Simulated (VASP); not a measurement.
Set up this calculation in VASP 6.6.1, as the native input.

```yaml
Task: single point
Functional: PBEsol
Potentials_or_basis: VASP PAW PBE potentials, release 64 (Os)
Cutoff: 520 eV
k_mesh: 8 × 8 × 8
Occupations: fermi-dirac, width 0.136057 eV
Spin: no spin polarisation
Dipole_correction: no
Further_INCAR_settings: ALGO = Normal; EDIFF = 1e-06; NBANDS = 15
```

The structure of Os lies in POSCAR:

```
Os
1.0
    0.0000000000      2.7511510333      2.7511510333
    2.7511510333      0.0000000000      2.7511510333
    2.7511510333      2.7511510333      0.0000000000
Os
2
Direct
    0.0000000000      0.0000000000      0.0000000000
    0.2500000000      0.2500000000      0.2500000000
```

One way to write it, as run:

INCAR

```
PREC = Accurate
ENCUT = 520
EDIFF = 1E-6
ISMEAR = -1
SIGMA = 0.13605693000000002
LREAL = F
LASPH = T
NELM = 80
ALGO = Normal
ISIF = 2
LWAVE = F
LCHARG = F
GGA = PS
NBANDS = 15
```

KPOINTS

```
regular mesh
0
Gamma
  8 8 8
```

Potentials or basis: VASP PAW PBE potentials, release 64 (Os).

The run is started by

```sh
$ cat potpaw_PBE.64/Os/POTCAR > POTCAR
$ mpirun -np 1 vasp_std > vasp.out
```

It gave:

- Pressure: -1.0 GPa
- Band gap on the k mesh: zero (band 8 reaches 4.92 eV, above the bottom of band 9 at 3.90 eV)

Caveat: the PAW data sets were made with another functional, which shifts forces and pressure a little; spin-orbit coupling is left out, which moves the levels of the heavy elements.

Wall time 7.7 s on 1 thread of Intel(R) Xeon(R) 6975P-C (Granite Rapids) (shared host), peak memory 0.17 GiB.
